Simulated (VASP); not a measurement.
A run of VASP 6.6.1:

File INCAR:

```
SYSTEM = Sb
PREC = Accurate ; ENCUT = 520
EDIFF = 1E-6 ; ISMEAR = -1
SIGMA = 0.05 ; LREAL = .False.
LASPH = .True. ; NELM = 100
ALGO = Normal ; ISIF = 2
LWAVE = .False. ; LCHARG = .False.
NBANDS = 12
```

The input KPOINTS:

```
regular mesh
0
Gamma
  8 8 8
  0 0 0
```

POSCAR

```
Sb
1.0
    2.1964499421      1.2681209653      3.8317049867
   -2.1964499421      1.2681209653      3.8317049867
    0.0000000000     -2.5362419306      3.8317049867
Sb
2
Direct
    0.7665100000      0.7665100000      0.7665100000
    0.2334900000      0.2334900000      0.2334900000
```

Potentials or basis: VASP PAW LDA potentials, release 64 (Sb).

The run is started by

```bash
$ cat potpaw_LDA.64/Sb/POTCAR > POTCAR
$ mpirun -np 1 vasp_std > vasp.out
```

Hardware: 1 thread of Intel(R) Xeon(R) 6975P-C (Granite Rapids), on a shared host.

Problem. How long does it take, and how much memory?

Solution. Run time: 17 s on 1 thread of Intel(R) Xeon(R) 6975P-C (Granite Rapids), on a shared host, peak memory 0.19 GiB. Counts: scf iterations 10, k points 65.
